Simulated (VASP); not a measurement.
Here is a VASP 6.6.1 calculation.

INCAR

```
ALGO = Normal
EDIFF = 1E-7
ENCUT = 520
GGA = PS
ISIF = 2
ISMEAR = 0
LASPH = T
LCHARG = F
LREAL = F
LWAVE = F
NBANDS = 23
NELM = 100
PREC = Accurate
SIGMA = 0.1
```

The input KPOINTS:

```
k-points
0
Gamma
  18 18 18
```

File POSCAR:

```
OsWC2
1.0
    1.5158526623      0.8751779426      4.6236265367
   -1.5158526623      0.8751779426      4.6236265367
    0.0000000000     -1.7503558853      4.6236265367
Os W C
1 1 2
Direct
    0.5000000000      0.5000000000      0.5000000000
    0.0000000000      0.0000000000      0.0000000000
    0.7435228252      0.7435228252      0.7435228252
    0.2564771748      0.2564771748      0.2564771748
```

Potentials or basis: VASP PAW PBE potentials, release 64 (Os, W_sv, C).

Command:

```bash
$ cat potpaw_PBE.64/Os/POTCAR potpaw_PBE.64/W_sv/POTCAR potpaw_PBE.64/C/POTCAR > POTCAR
$ mpirun -np 1 vasp_std > vasp.out
```

(1) What does it give for the pressure?

(2) Predict the band gap on the k mesh.

(3) Predict the largest force.

## Answers

(1) 52.9 GPa.

(2) zero (band 15 reaches 12.99 eV, above the bottom of band 16 at 11.36 eV).

(3) 2.943 eV/Å.

Caveat: the cell differs from its parent crystal (Ta replaced by Os, lengths x 0.968, strained); the PAW data sets were made with another functional, which shifts forces and pressure a little; spin-orbit coupling is left out, which moves the levels of the heavy elements.
